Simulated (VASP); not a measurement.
# SnPb2O3 (P-4m2) in VASP: further runs

SnPb2O3 is run at these levels: PBE; tasks: single point.

Everything below comes from runs of VASP 6.6.1. Logs are shortened: lines on timing, memory, paths and dates and some standing lists are left out, and cuts for length are marked.

## (1) The cell of the first run

The structure is tetragonal, space group P-4m2 (No. 115). The conventional cell has a = 3.463 Å, b = 3.463 Å, c = 9.523 Å, α = 90.00°, β = 90.00°, γ = 90.00°. Within 3.2 Å of Sn (site symmetry -4m2) lie 4 O at 2.45 Å. Pb (site symmetry 2mm) has 5 O at 2.28 to 2.51 Å within 3.0 Å. Within 3.0 Å of O (site symmetry 2mm) lie 5 Pb at 2.28 to 2.51 Å and 4 O at 2.99 Å. Within 3.2 Å of O (site symmetry -4m2) lie 4 Sn at 2.45 Å.

The cell was generated, and may not be a known phase.

## (2) Single point, PBE

The input, INCAR:

```
SYSTEM = SnPb2O3
PREC = Accurate
ENCUT = 520
EDIFF = 1E-6
ISMEAR = 0
SIGMA = 0.1
LREAL = .FALSE.
LASPH = .TRUE.
NELM = 80
ALGO = Normal
ISIF = 2
LWAVE = .FALSE.
LCHARG = .FALSE.
GGA = PE
NBANDS = 39
```

The input, KPOINTS:

```
Automatic mesh
0
G
  4 4 2
  0 0 0
```

The input, POSCAR:

```
SnPb2O3
1.0
    3.4629245171      0.0000000000      0.0000000000
    0.0000000000      3.4629245171      0.0000000000
    0.0000000000      0.0000000000      9.5230200936
Sn Pb O
1 2 3
Direct
    0.0000000000      0.0000000000      0.0000000000
    0.0000000000      0.5000000000      0.6492854850
    0.5000000000      0.0000000000      0.3507145150
    0.0000000000      0.5000000000      0.4095960614
    0.5000000000      0.0000000000      0.5904039386
    0.5000000000      0.5000000000      0.0000000000
```

Potentials or basis: VASP PAW PBE potentials, release 64 (Sn_d, Pb_d, O).

The run is started by

```console
cat potpaw_PBE.64/Sn_d/POTCAR potpaw_PBE.64/Pb_d/POTCAR potpaw_PBE.64/O/POTCAR > POTCAR
mpirun -np 1 vasp_std > vasp.out
```

OUTCAR:

```text
SYSTEM = SnPb2O3
   PREC = Accurate
   ENCUT = 520
   EDIFF = 1E-6
   ISMEAR = 0
   LREAL = .FALSE.
   LASPH = .TRUE.
   NELM = 80
   ISIF = 2
   GGA = PE

 ion  position               nearest neighbor table
   1  0.000  0.000  0.000-   6 2.45   6 2.45   6 2.45   6 2.45   3 3.76   3 3.76   2 3.76   2 3.76

   2  0.000  0.500  0.649-   4 2.28   5 2.51   5 2.51   5 2.51   5 2.51   3 3.75   3 3.75   3 3.75
                             3 3.75   1 3.76   1 3.76
   3  0.500  0.000  0.351-   5 2.28   4 2.51   4 2.51   4 2.51   4 2.51   2 3.75   2 3.75   2 3.75
                             2 3.75   1 3.76   1 3.76
   4  0.000  0.500  0.410-   2 2.28   3 2.51   3 2.51   3 2.51   3 2.51
   5  0.500  0.000  0.590-   3 2.28   2 2.51   2 2.51   2 2.51   2 2.51
   6  0.500  0.500  0.000-   1 2.45   1 2.45   1 2.45   1 2.45

  LATTYP: Found a simple tetragonal cell.
 ALAT       =     3.4629245171
 C/A-ratio  =     2.7499935521

  Lattice vectors:

 A1 = (   3.4629245171,   0.0000000000,   0.0000000000)
 A2 = (   0.0000000000,   3.4629245171,   0.0000000000)
 A3 = (   0.0000000000,   0.0000000000,   9.5230200936)

Analysis of symmetry for initial positions (statically):
=====================================================================
 Subroutine PRICEL returns:
 Original cell was already a primitive cell.

 Routine SETGRP: Setting up the symmetry group for a
 simple tetragonal supercell.

 Subroutine GETGRP returns: Found  8 space group operations
 (whereof  8 operations were pure point group operations)
 out of a pool of 16 trial point group operations.

The static configuration has the point symmetry D_2d.

Analysis of symmetry for dynamics (positions and initial velocities):
=====================================================================
 Subroutine PRICEL returns:
 Original cell was already a primitive cell.

 Routine SETGRP: Setting up the symmetry group for a
 simple tetragonal supercell.

 Subroutine GETGRP returns: Found  8 space group operations
 (whereof  8 operations were pure point group operations)
 out of a pool of 16 trial point group operations.

The dynamic configuration has the point symmetry D_2d.

 Subroutine INISYM returns: Found  8 space group operations
 (whereof  8 operations are pure point group operations),
 and found     1 'primitive' translations

----------------------------------------------------------------------------------------

                                     Primitive cell

  volume of cell :     114.1986

  direct lattice vectors                    reciprocal lattice vectors
     3.462924517  0.000000000  0.000000000     0.288773259  0.000000000  0.000000000
     0.000000000  3.462924517  0.000000000     0.000000000  0.288773259  0.000000000
     0.000000000  0.000000000  9.523020094     0.000000000  0.000000000  0.105008704

  length of vectors
     3.462924517  3.462924517  9.523020094     0.288773259  0.288773259  0.105008704

  position of ions in fractional coordinates (direct lattice)
     0.000000000  0.000000000  0.000000000
     0.000000000  0.500000000  0.649285485
     0.500000000  0.000000000  0.350714515
     0.000000000  0.500000000  0.409596061
     0.500000000  0.000000000  0.590403939
     0.500000000  0.500000000  0.000000000

  ion indices of the primitive-cell ions
   primitive index   ion index
                 1           1
                 2           2
                 3           3
                 4           4
                 5           5
                 6           6

----------------------------------------------------------------------------------------

 KPOINTS: Automatic mesh

Automatic generation of k-mesh.
 Grid dimensions read from file:
 generate k-points for:    4    4    2

 Generating k-lattice:

  Cartesian coordinates                     Fractional coordinates (reciprocal lattice)
     0.072193315  0.000000000  0.000000000     0.250000000  0.000000000  0.000000000
     0.000000000  0.072193315  0.000000000     0.000000000  0.250000000  0.000000000
     0.000000000  0.000000000  0.052504352     0.000000000  0.000000000  0.500000000

  Length of vectors
     0.072193315  0.072193315  0.052504352

  Shift w.r.t. Gamma in fractional coordinates (k-lattice)
     0.000000000  0.000000000  0.000000000

 Subroutine IBZKPT returns following result:
 ===========================================

 Found     12 irreducible k-points:

 Following reciprocal coordinates:
            Coordinates               Weight
  0.000000  0.000000  0.000000      1.000000
  0.250000  0.000000  0.000000      4.000000
  0.500000  0.000000  0.000000      2.000000
  0.250000  0.250000  0.000000      4.000000
  0.500000  0.250000  0.000000      4.000000
  0.500000  0.500000  0.000000      1.000000
  0.000000  0.000000  0.500000      1.000000
  0.250000  0.000000  0.500000      4.000000
  0.500000  0.000000  0.500000      2.000000
  0.250000  0.250000  0.500000      4.000000
  0.500000  0.250000  0.500000      4.000000
  0.500000  0.500000  0.500000      1.000000
   k-points           NKPTS =     12   k-points in BZ     NKDIM =     12   number of bands    NBANDS=     39
   number of dos      NEDOS =    301   number of ions     NIONS =      6
   total plane-waves  NPLWV =  56448
   dimension x,y,z NGX =    28 NGY =   28 NGZ =   72
   dimension x,y,z NGXF=    56 NGYF=   56 NGZF=  144
   ions per type =               1   2   3
   NGX,Y,Z   is equivalent  to a cutoff of  13.44, 13.44, 12.57 a.u.
   NGXF,Y,Z  is equivalent  to a cutoff of  26.88, 26.88, 25.14 a.u.
 SYSTEM =  SnPb2O3
   PREC   = accura    normal or accurate (medium, high low for compatibility)
   ISTART =      0    job   : 0-new  1-cont  2-samecut
   ICHARG =      2    charge: 1-file 2-atom 10-const
   ISPIN  =      1    spin polarized calculation?
   LNONCOLLINEAR =      F non collinear calculations
   LSORBIT =      F    spin-orbit coupling
   LASPH  =      T    aspherical Exc in radial PAW
   ENCUT  =  520.0 eV  38.22 Ry    6.18 a.u.   6.44  6.44 17.71*2*pi/ulx,y,z
   NELM   =     80;   NELMIN=  2; NELMDL= -5     # of ELM steps
   EDIFF  = 0.1E-05   stopping-criterion for ELM
   LREAL  =      F    real-space projection
   EDIFFG = 0.1E-04   stopping-criterion for IOM
   NSW    =      0    number of steps for IOM
   IBRION =     -1    ionic relax: 0-MD 1-quasi-New 2-CG
   NFREE  =      0    steps in history (QN), initial steepest desc. (CG)
   ISIF   =      2    stress and relaxation
   ISYM   =      2    0-nonsym 1-usesym 2-fastsym
   POTIM  = 0.5000    time-step for ionic-motion
   TEBEG  =    0.0;   TEEND  =   0.0 temperature during run
   PSTRESS=    0.0 pullay stress
   NELECT =      60.0000    total number of electrons
   NUPDOWN=      -1.0000    fix difference up-down
   EMIN   =  10.00;   EMAX   =-10.00  energy-range for DOS
   EFERMI =   0.00;   METHOD = LEGACY
   ISMEAR =     0;   SIGMA  =   0.10  broadening in eV -4-tet -1-fermi 0-gaus
   EFERMI_NEDOS =   21; number of points for ismear=-14 and -15
   IALGO  =     38    algorithm
   IMIX   =      4    mixing-type and parameters
     AMIX     =   0.40;   BMIX     =  1.00
     AMIX_MAG =   1.60;   BMIX_MAG =  1.00
  volume/ion in A,a.u.               =      19.03       128.44
  Fermi-wavevector in a.u.,A,eV,Ry     =   1.321007  2.496341 23.742963  1.745059
  Thomas-Fermi vector in A             =   2.450792
   LORBIT       =      0    0 simple, 1 ext, 2 COOP (PROOUT), +10 PAW based schemes
   GGA     = PE    functional components
   LHFCALC =     F    Hartree Fock is set to
   AEXX    =    0.0000 exact exchange contribution
   IVDW    =     0    specifies the selected vdW correction
   LEPSILON=     F    determine dielectric tensor
   LRPA    =     F    only Hartree local field effects (RPA)
 non-spin polarized calculation
 Gauss-broadening in eV      SIGMA  =   0.10
  energy-cutoff  :      520.00
  volume of cell :      114.20
 maximum number of plane-waves:      3116
 NGX is ok and might be reduce to    28
   NGX = 13   NGY = 13   NGZ = 35

 number of electron      59.9999972 magnetization

 Free energy of the ion-electron system (eV)
  ---------------------------------------------------
  ext. energy  EPLUGINS =         0.00000000
  ---------------------------------------------------
  free energy    TOTEN  =       -31.30972668 eV

  energy without entropy =      -31.30729924  energy(sigma->0) =      -31.30851296

 E-fermi :   6.1500     XC(G=0): -10.0875

 val. band max:        6.0262160566   @ k =   0.5000   0.0000   0.0000
 cond. band min:       6.2824430656   @ k =   0.5000   0.2500   0.0000
 fundamental gap:      0.2562270090
 Fermi energy:         6.1499733405

 k-point     1 :       0.0000    0.0000    0.0000
  band No.  band energies     occupation
      1     -15.7785      2.00000
      2     -15.6343      2.00000
      3     -15.6292      2.00000
      4     -15.6292      2.00000
      5     -15.4831      2.00000
      6     -12.6150      2.00000
[... 31 lines left out ...]
     38      13.5394      0.00000
     39      13.8683      0.00000

 k-point     2 :       0.2500    0.0000    0.0000
  band No.  band energies     occupation
      1     -15.7380      2.00000
      2     -15.6473      2.00000
      3     -15.6277      2.00000
      4     -15.5915      2.00000
      5     -15.5102      2.00000
      6     -12.3713      2.00000
[... 31 lines left out ...]
     38      12.7736      0.00000
     39      13.8044      0.00000

 k-point     3 :       0.5000    0.0000    0.0000
  band No.  band energies     occupation
      1     -15.7055      2.00000
      2     -15.6653      2.00000
      3     -15.6262      2.00000
      4     -15.5409      2.00000
      5     -15.5370      2.00000
      6     -12.0689      2.00000
[... 328 lines left out ...]
 k-point    11 :       0.5000    0.2500    0.5000
  band No.  band energies     occupation
      1     -15.6757      2.00000
      2     -15.6624      2.00000
      3     -15.6428      2.00000
      4     -15.6410      2.00000
      5     -15.5101      2.00000
      6     -12.2698      2.00000
[... 31 lines left out ...]
     38      11.8812      0.00000
     39      12.7065      0.00000

 k-point    12 :       0.5000    0.5000    0.5000
  band No.  band energies     occupation
      1     -15.7366      2.00000
      2     -15.6595      2.00000
      3     -15.6595      2.00000
      4     -15.6546      2.00000
      5     -15.4702      2.00000
      6     -12.4344      2.00000
[... 31 lines left out ...]
     38      11.6481      0.00000
     39      11.6481      0.00000

------------------------ aborting loop because EDIFF is reached ----------------------------------------

  FORCE on cell =-STRESS in cart. coord.  units (eV):
  Direction    XX          YY          ZZ          XY          YZ          ZX
  --------------------------------------------------------------------------------------
  -------------------------------------------------------------------------------------
  Total        0.0527671      0.0527671      0.1205912      0.0000000      0.0000000      0.0000000
  in kB        0.7403095      0.7403095      1.6918637      0.0000000      0.0000000      0.0000000
  external PRESSURE =       1.0574942 kB  Pullay stress =       0.0000000 kB

 VOLUME and BASIS-vectors are now :
 -----------------------------------------------------------------------------
  energy-cutoff  :      520.00
  volume of cell :      114.20
      direct lattice vectors                 reciprocal lattice vectors
     3.462924517  0.000000000  0.000000000     0.288773259  0.000000000  0.000000000
     0.000000000  3.462924517  0.000000000     0.000000000  0.288773259  0.000000000
     0.000000000  0.000000000  9.523020094     0.000000000  0.000000000  0.105008704

 POSITION                                       TOTAL-FORCE (eV/Angst)
 -----------------------------------------------------------------------------------
      0.00000      0.00000      0.00000        -0.000000      0.000000     -0.000000
      0.00000      1.73146      6.18316        -0.000000      0.000000      0.043606
      1.73146      0.00000      3.33986        -0.000000      0.000000     -0.043606
      0.00000      1.73146      3.90059        -0.000000      0.000000      0.018432
      1.73146      0.00000      5.62243         0.000000      0.000000     -0.018432
      1.73146      1.73146      0.00000        -0.000000     -0.000000     -0.000000
 -----------------------------------------------------------------------------------
    total drift:                                0.000000      0.000000     -0.000000

  FREE ENERGIE OF THE ION-ELECTRON SYSTEM (eV)
  ---------------------------------------------------
  free  energy   TOTEN  =       -31.3097266797 eV

  energy  without entropy=      -31.3072992413  energy(sigma->0) =      -31.30851296
```

Run time: 43 s. Hardware: 1 thread of Intel Xeon Platinum 8488C (Sapphire Rapids), shared host; peak memory 0.24 GiB.

Results:

```yaml
Free_energy: -31.3097 eV
Pressure: 0.1 GPa
Largest_force: 0.044 eV/Å
Band_gap_on_the_k_mesh: 0.26 eV (least direct gap 0.72 eV)
```

Forces in eV/Å, atoms in the order of the input:
```
Sn   0.000  0.000  0.000
Pb   0.000  0.000  0.044
Pb   0.000  0.000 -0.044
O    0.000  0.000  0.018
O    0.000  0.000 -0.018
O    0.000  0.000  0.000
```

Levels at points of the mesh, in eV from the valence-band top:
```
           k point  band 27  band 28  band 29  band 30  band 31  band 32  band 33  band 34
(0.00, 0.00, 0.00)    -3.35    -2.61    -2.61    -1.02     1.06     3.40     5.22     6.90
(0.50, 0.00, 0.00)    -2.37    -1.87    -1.25     0.00     0.72     0.87     1.70     2.41
(0.50, 0.50, 0.00)    -4.03    -2.36    -2.36    -2.25     1.17     3.82     4.10     4.16
(0.00, 0.00, 0.50)    -3.06    -2.61    -2.61    -1.06     1.29     2.67     5.24     6.65
(0.50, 0.00, 0.50)    -2.37    -1.57    -1.43    -0.02     0.76     0.80     1.81     2.15
(0.50, 0.50, 0.50)    -3.89    -2.40    -2.40    -2.27     1.22     3.61     3.67     4.04
```

Caveat: the k points lie up to 0.45 Å⁻¹ apart; spin-orbit coupling is left out, which moves the levels of the heavy elements. A k mesh can miss the band edges.

## (3) Single point, PBE

This run uses another cell than the first one, of 19.76 Å³/atom.

The input, INCAR:

```
PREC     = Accurate       # precision mode
ENCUT    = 520            # plane-wave cutoff, eV
EDIFF    = 1E-7           # SCF threshold, eV
ISMEAR   = 0              # smearing method
SIGMA    = 0.1            # smearing width, eV
LREAL    = F              # projectors in reciprocal space
LASPH    = T              # aspherical terms in the spheres
NELM     = 60             # most SCF steps
ALGO     = Normal         # electronic algorithm
ISIF     = 2              # what is computed and relaxed
LWAVE    = F              # write WAVECAR
LCHARG   = T              # write CHGCAR
GGA      = PE             # functional
LELF     = T              # ELF
LVHAR    = T            
NBANDS   = 39             # bands
```

The input, KPOINTS:

```
Automatic mesh
0
Gamma
  4 4 2
```

The input, POSCAR:

```
SnPb2O3
1.0
    3.7756642600      0.0000000000      0.0000000000
    0.0000000000      3.7756642600      0.0000000000
    0.0000000000      0.0000000000      8.3181428600
Sn Pb O
1 2 3
Direct
    0.0000000000      0.0000000000      0.0000000000
    0.0000000000      0.5000000000      0.7315000300
    0.5000000000      0.0000000000      0.2684999700
    0.0000000000      0.5000000000      0.3835000100
    0.5000000000      0.0000000000      0.6164999900
    0.5000000000      0.5000000000      0.0000000000
```

Potentials or basis: VASP PAW PBE potentials, release 64 (Sn_d, Pb_d, O).

The run is started by

```console
cat potpaw_PBE.64/Sn_d/POTCAR potpaw_PBE.64/Pb_d/POTCAR potpaw_PBE.64/O/POTCAR > POTCAR
mpirun -np 1 vasp_std > vasp.out
```

Wall time 52 s (1 thread of Intel Xeon Platinum 8488C (Sapphire Rapids), shared host); peak memory 0.23 GiB.

It converged, with:

```
Free energy            : -27.2203 eV
Pressure               : -7.6 GPa
Largest force          : 4.257 eV/Å
Band gap on the k mesh : zero (bands 30 and 31 overlap by 0.12 eV)
```

Forces in eV/Å, atoms in the order of the input:
```
Sn   0.000  0.000  0.000
Pb   0.000  0.000 -4.257
Pb   0.000  0.000  4.257
O    0.000  0.000 -1.008
O    0.000  0.000  1.008
O    0.000  0.000  0.000
```

Stress tensor (GPa, compression positive):
```
-10.74   0.00   0.00
  0.00 -10.74   0.00
  0.00   0.00  -1.38
```

Levels at points of the mesh, in eV from the Fermi level:
| k point | band 27 | band 28 | band 29 | band 30 | band 31 | band 32 | band 33 | band 34 |
| --- | --- | --- | --- | --- | --- | --- | --- | --- |
| (0.00, 0.00, 0.00) | -1.14 | -0.65 | -0.65 | -0.10 | 1.30 | 3.87 | 3.87 | 4.76 |
| (0.50, 0.00, 0.00) | -0.51 | -0.49 | -0.34 | -0.33 | 0.92 | 1.29 | 2.57 | 2.65 |
| (0.50, 0.50, 0.00) | -2.14 | -0.98 | -0.66 | -0.66 | 0.57 | 3.11 | 3.11 | 3.48 |
| (0.00, 0.00, 0.50) | -1.09 | -0.60 | -0.60 | 0.10 | 1.42 | 3.83 | 3.83 | 4.77 |
| (0.50, 0.00, 0.50) | -0.69 | -0.50 | -0.50 | -0.16 | 1.02 | 1.23 | 2.54 | 2.87 |
| (0.50, 0.50, 0.50) | -1.53 | -1.32 | -0.88 | -0.88 | 0.22 | 2.92 | 2.92 | 3.39 |

Caveat: the k points lie up to 0.42 Å⁻¹ apart; semilocal functionals underestimate gaps, and a narrow one can read as zero; spin-orbit coupling is left out, which moves the levels of the heavy elements; forces of over 1 eV/Å act on the atoms, so gaps and moduli don't describe the material at rest.

The gap in the log of VASP goes by the Fermi energy; the results here count the filled bands.